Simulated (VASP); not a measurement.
A run of VASP 6.6.1 is set up as follows.

File POSCAR:

```
Al16GeN15
1.0
    6.2595139128      0.0000000578      0.0000000000
   -3.1297570064      5.4208980350      0.0000000000
    0.0000000000      0.0000000000     10.0348065929
Al N Ge
16 15 1
Direct
    0.3365027521      0.1606431354      0.2498647620
    0.1576777036      0.3393002229      0.5017066783
    0.3269940979      0.1716795798      0.7514965399
    0.1671305898      0.3290878017      1.0061098698
    0.3364607241      0.6612181353      0.2564040634
    0.1829766987      0.8630968617      0.5074027981
    0.3257239581      0.6612378937      0.7545608725
    0.1888844209      0.8396416378      0.9907154117
    0.8363957568      0.1613001479      0.2560916408
    0.6341182996      0.3136790511      0.5069630972
    0.8362980536      0.1714063071      0.7545667266
    0.6570963223      0.3081987098      0.9907381634
    0.8567686071      0.6405587273      0.1785798107
    0.6381140341      0.8583942578      0.5235822223
    0.8294804138      0.6692117650      0.7545975285
    0.6656259062      0.8301610467      0.9999482450
    0.3209805539      0.1759577913      0.4382821502
    0.1703811575      0.3274322960      0.1951893426
    0.3293212824      0.1676575280      0.9369820135
    0.1632666438      0.3338449987      0.6903915529
    0.3180332986      0.6769304233      0.4462086916
    0.1996498007      0.8360956430      0.1754324404
    0.3356413186      0.6577056653      0.9411128847
    0.1645977235      0.8347906399      0.6961865454
    0.8199053155      0.1780932411      0.4458487434
    0.6608746052      0.2977290935      0.1754648384
    0.8375565918      0.1600545454      0.9414736328
    0.6648684090      0.3346820455      0.6959891219
    0.6808341919      0.8178457179      0.2015964542
    0.8361069763      0.6606242887      0.9525198728
    0.6611175725      0.8360790317      0.7052094323
    0.8104311952      0.6867460871      0.4001553449
```

File INCAR.step1:

```
PREC = Accurate ; ENCUT = 520
ISMEAR = -1 ; SIGMA = 0.01
LREAL = Auto ; LASPH = True
NELM = 60 ; NBANDS = 90
NELECT = 136.0 ; GGA = PE
ALGO = Normal ; EDIFF = 1E-4
LWAVE = True ; LCHARG = False
```

INCAR.step2

```
PREC = Accurate ; ENCUT = 520
EDIFF = 1E-6 ; ISMEAR = -1
SIGMA = 0.01 ; LREAL = Auto
LASPH = True ; NELM = 60
ALGO = Normal ; ISIF = 2
LWAVE = False ; LCHARG = False
METAGGA = R2SCAN ; LMIXTAU = True
NBANDS = 90 ; NELECT = 136.0
ISTART = 1
```

Contents of KPOINTS:

```
Automatic mesh
0
Gamma
  1 1 1
  0.25 0.25 0.25
```

Potentials or basis: VASP PAW PBE potentials, release 64 (Al, N, Ge_d).

The run is started by

```sh
$ cat potpaw_PBE.64/Al/POTCAR potpaw_PBE.64/N/POTCAR potpaw_PBE.64/Ge_d/POTCAR > POTCAR
$ cp INCAR.step1 INCAR
$ mpirun -np 1 vasp_std > vasp.out
$ cp INCAR.step2 INCAR
$ mpirun -np 1 vasp_std > vasp.out
```

Q: Estimate the largest force.

A: 0.508 eV/Å.

Forces in eV/Å, atoms in the order of the input:
```
Al   0.149 -0.088 -0.117
Al  -0.328  0.176 -0.018
Al   0.118 -0.044  0.069
Al  -0.087  0.030 -0.006
Al   0.114 -0.028  0.142
Al   0.009 -0.125 -0.145
Al   0.128 -0.095 -0.004
Al  -0.160  0.066  0.061
Al   0.078 -0.074  0.155
Al   0.125  0.076 -0.106
Al   0.110 -0.057  0.032
Al  -0.132  0.098  0.077
Al   0.102 -0.060 -0.070
Al  -0.045  0.025 -0.437
Al   0.169 -0.109  0.028
Al  -0.091  0.068 -0.006
N    0.346 -0.193  0.318
N   -0.208  0.111 -0.174
N    0.214 -0.135 -0.105
N   -0.154  0.119  0.047
N    0.232 -0.014 -0.047
N   -0.322 -0.023  0.088
N    0.164  0.004 -0.008
N   -0.235  0.065 -0.011
N    0.117 -0.153 -0.016
N   -0.124  0.303  0.084
N    0.168 -0.095 -0.072
N   -0.256  0.086 -0.032
N   -0.140  0.006 -0.128
N    0.231 -0.113  0.092
N   -0.180  0.115 -0.023
Ge  -0.111  0.060  0.333
```

Caveat: the k points lie up to 1.16 Å⁻¹ apart; the cell carries a net charge on a neutralising background, which shifts energy and pressure; the PAW data sets were made with another functional, which shifts forces and pressure a little.
